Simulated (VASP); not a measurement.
Wanted: the native input for a VASP 6.6.1 run.

- Task: single point
- Functional: PBEsol
- Potentials or basis: VASP PAW PBE potentials, release 64 (Rh_pv)
- Cutoff: 520 eV
- k mesh: 24 × 24 × 14
- Occupations: gaussian, width 0.15 eV
- Spin: no spin polarisation
- Dipole correction: no
- Further INCAR settings: ALGO = Fast; EDIFF = 1e-06; NBANDS = 22

The structure of Rh lies in POSCAR:

```
Rh
1.0
    2.4736371980      0.0000000000      0.0000000000
   -1.2368185990      2.1422326532      0.0000000000
    0.0000000000      0.0000000000      4.1558594340
Rh
2
Direct
    0.6666666667      0.3333333333      0.7500000000
    0.3333333333      0.6666666667      0.2500000000
```

This isn't the form of Rh at room conditions, which is fcc.

This cell differs from its parent crystal: strain -0.080 along x and y, -0.040 along z.

One way to write it, as run:

INCAR

```
SYSTEM = Rh
PREC     = Accurate       ! precision mode
ENCUT    = 520            ! plane-wave cutoff, eV
EDIFF    = 1E-6           ! SCF threshold, eV
ISMEAR   = 0              ! smearing method
SIGMA    = 0.15           ! smearing width, eV
LREAL    = .FALSE.        ! projectors in reciprocal space
LASPH    = .TRUE.         ! aspherical terms in the spheres
NELM     = 60             ! most SCF steps
ALGO     = Fast           ! electronic algorithm
ISIF     = 2              ! what is computed and relaxed
LWAVE    = .FALSE.        ! write WAVECAR
LCHARG   = .TRUE.         ! write CHGCAR
GGA      = PS             ! functional
LELF     = .TRUE.         ! ELF
LVHAR    = .TRUE.       
NBANDS   = 22             ! bands
```

KPOINTS

```
Automatic mesh
0
G
  24 24 14
  0 0 0
```

Potentials or basis: VASP PAW PBE potentials, release 64 (Rh_pv).

Launch:

```bash
$ cat potpaw_PBE.64/Rh_pv/POTCAR > POTCAR
$ mpirun -np 1 vasp_std > vasp.out
```

It gave:

```yaml
Pressure: 103.2 GPa
Band_gap_on_the_k_mesh: zero (bands 15 and 16 overlap by 3.70 eV)
```

Caveat: the cell differs from its parent crystal (strain -0.080 along x and y, -0.040 along z); the cell stands under pressure; the PAW data sets were made with another functional, which shifts forces and pressure a little.

Run time: 2.1 min on 1 thread of Intel(R) Xeon(R) Platinum 8375C CPU @ 2.90GHz (Ice Lake), on a shared host, peak memory 0.28 GiB.
